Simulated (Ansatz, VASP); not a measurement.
ZnS in VASP and in Ansatz

File POSCAR:

```
ZnS
1.0
    3.8457352458      0.0000000000      0.0000000000
   -1.9228676229      3.3305044191      0.0000000000
    0.0000000000      0.0000000000      6.3042469113
Zn S
2 2
Direct
    0.3333333333      0.6666666667      0.0052037217
    0.6666666667      0.3333333333      0.5052037217
    0.3333333333      0.6666666667      0.3797962683
    0.6666666667      0.3333333333      0.8797962683
```

File INCAR.step1:

```
SYSTEM = ZnS
PREC = Accurate ; ENCUT = 520
ISMEAR = 0 ; SIGMA = 0.02
LREAL = .False. ; LASPH = .True.
NELM = 80 ; NBANDS = 26
GGA = PE ; ALGO = Normal
EDIFF = 1E-4 ; LWAVE = .True.
LCHARG = .False.
```

INCAR.step2

```
SYSTEM = ZnS
PREC = Accurate ; ENCUT = 520
EDIFF = 1E-7 ; ISMEAR = 0
SIGMA = 0.02 ; LREAL = .False.
LASPH = .True. ; NELM = 80
ALGO = Normal ; ISIF = 2
LWAVE = .False. ; LCHARG = .False.
METAGGA = R2SCAN ; LMIXTAU = .True.
NBANDS = 26 ; ISTART = 1
```

The input KPOINTS:

```
Automatic mesh
0
Gamma
  12 12 6
  0 0 0
```

Input for Ansatz:

```yaml
crystal:
  lattice:
    - [3.8457352458, 0.0, 0.0]
    - [-1.9228676229, 3.3305044191, 0.0]
    - [0.0, 0.0, 6.3042469113]
  atoms:
    - { symbol: Zn, position: [0.3333333333, 0.6666666667, 0.0052037217] }
    - { symbol: Zn, position: [0.6666666667, 0.3333333333, 0.5052037217] }
    - { symbol: S, position: [0.3333333333, 0.6666666667, 0.3797962683] }
    - { symbol: S, position: [0.6666666667, 0.3333333333, 0.8797962683] }
basis:
  ecutwfc: 500
kpoints:
  mp_grid: { grid: [12, 12, 6] }
  band_path:
    path:
      - [[0.0, 0.0, 0.0], [0.5, 0.0, 0.0], [0.33333333, 0.33333333, 0.0], [0.0, 0.0, 0.0], [0.0, 0.0, 0.5], [0.5, 0.0, 0.5], [0.33333333, 0.33333333, 0.5], [0.0, 0.0, 0.5]]
      - [[0.5, 0.0, 0.5], [0.5, 0.0, 0.0]]
      - [[0.33333333, 0.33333333, 0.5], [0.33333333, 0.33333333, 0.0]]
    npoints: 14
hamiltonian:
  xc: r2scan
scf:
  occupations: { method: gaussian, width: 0.02 }
  n_extra_bands: 10
output:
  forces: true
  stress: true
  eigenvalues: true
  populations: true
  dos: { projected: true, de: 0.02, nscf_kmesh: { grid: [18, 18, 9] } }
  bader: true
  write_density: true
  write_potential: true
  elf: true
  volumetric_format: npy
```

Alike in both runs: task single point; functional r2SCAN; k mesh 12 × 12 × 6; occupations gaussian, width 0.02 eV; no spin polarisation.

|  | VASP | Ansatz |
| --- | --- | --- |
| version | VASP 6.6.1 | Ansatz 0.2.0 |
| potentials or method | VASP PAW PBE potentials, release 64 (Zn, S), cutoff 520 eV | scalar-relativistic, plane waves, PAW |
| valence electrons in the cell | 36 | 36 |

```tsv
	VASP	Ansatz	Ansatz less VASP
gap on the k mesh at the Fermi level (eV)	2.65	2.64	-0.007
least direct gap on the mesh (eV)	2.65	2.64	-0.007
pressure (GPa)	-2.2	-2.2	-0.03
rms of the force components (eV/Å)	0.008	0.000	-0.0080
```

VASP's potentials were made for PBE, not for r2SCAN. Atom by atom the forces differ by 0.008 eV/Å (rms over components). The functional is the same, so the differences come from potentials, cutoffs and numerics.
